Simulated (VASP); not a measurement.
Here is a VASP 6.6.1 calculation.

Contents of INCAR:

```
ALGO = Normal
EDIFF = 1E-6
ENCUT = 600
GGA = PE
GGA_COMPAT = F
ISIF = 2
ISMEAR = 0
LASPH = T
LCHARG = T
LELF = T
LMAXMIX = 6
LREAL = F
LVHAR = T
LWAVE = F
NBANDS = 32
NELM = 200
PREC = Accurate
SIGMA = 0.1
```

The input KPOINTS:

```
k-points
0
Gamma
  10 10 10
```

POSCAR

```
NdAgO4
1.0
    0.0000000000      3.2925224657      3.2925224657
    3.2925224657      0.0000000000      3.2925224657
    3.2925224657      3.2925224657      0.0000000000
Nd Ag O
1 1 4
Direct
    0.7500000000      0.7500000000      0.7500000000
    0.0000000000      0.0000000000      0.0000000000
    0.3761232395      0.3761232395      0.8716302816
    0.8716302816      0.3761232395      0.3761232395
    0.3761232395      0.3761232395      0.3761232395
    0.3761232395      0.8716302816      0.3761232395
```

Potentials or basis: VASP PAW PBE potentials, release 64 (Nd_3, Ag, O), 4f in core.

Launch:

```bash
$ cat potpaw_PBE.64/Nd_3/POTCAR potpaw_PBE.64/Ag/POTCAR potpaw_PBE.64/O/POTCAR > POTCAR
$ mpirun -np 1 vasp_std > vasp.out
```

(1) What does it give for the band gap on the k mesh?

(2) What does it give for the pressure?

Results:

(1) zero (bands 23 and 24 overlap by 0.34 eV).

(2) -0.2 GPa.

Caveat: spin-orbit coupling is left out, which moves the levels of the heavy elements; the 4f electrons are frozen in the core, so they carry no moment and show no levels; the run has no spin polarisation, though such a crystal can be magnetic.
